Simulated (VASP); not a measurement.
A run of VASP 6.6.1:

The input INCAR:

```
SYSTEM = Pd
  PREC = Accurate
  ENCUT = 520
  EDIFF = 1E-6
  ISMEAR = 0
  SIGMA = 0.05
  LREAL = .FALSE.
  LASPH = .TRUE.
  NELM = 100
  ALGO = Fast
  ISIF = 2
  LWAVE = .FALSE.
  LCHARG = .TRUE.
  GGA = PE
  LELF = .TRUE.
  LVHAR = .TRUE.
  NBANDS = 11
```

Contents of KPOINTS:

```
regular mesh
0
G
  14 14 14
  0 0 0
```

The input POSCAR:

```
Pd
1.0
    0.0000000000      1.9720405557      1.9720405557
    1.9720405557      0.0000000000      1.9720405557
    1.9720405557      1.9720405557      0.0000000000
Pd
1
Direct
    0.0000000000      0.0000000000      0.0000000000
```

Potentials or basis: VASP PAW PBE potentials, release 64 (Pd).

Launch:

```sh
$ cat potpaw_PBE.64/Pd/POTCAR > POTCAR
$ mpirun -np 1 vasp_std > vasp.out
```

Hardware: 1 thread of AMD EPYC 7R43 64-Core Processor (Zen 3), on a shared host.

Estimate the wall time of this run.

Wall time 29 s on 1 thread of AMD EPYC 7R43 64-Core Processor (Zen 3), on a shared host, peak memory 0.11 GiB. Counts: scf iterations 11, k points 104.
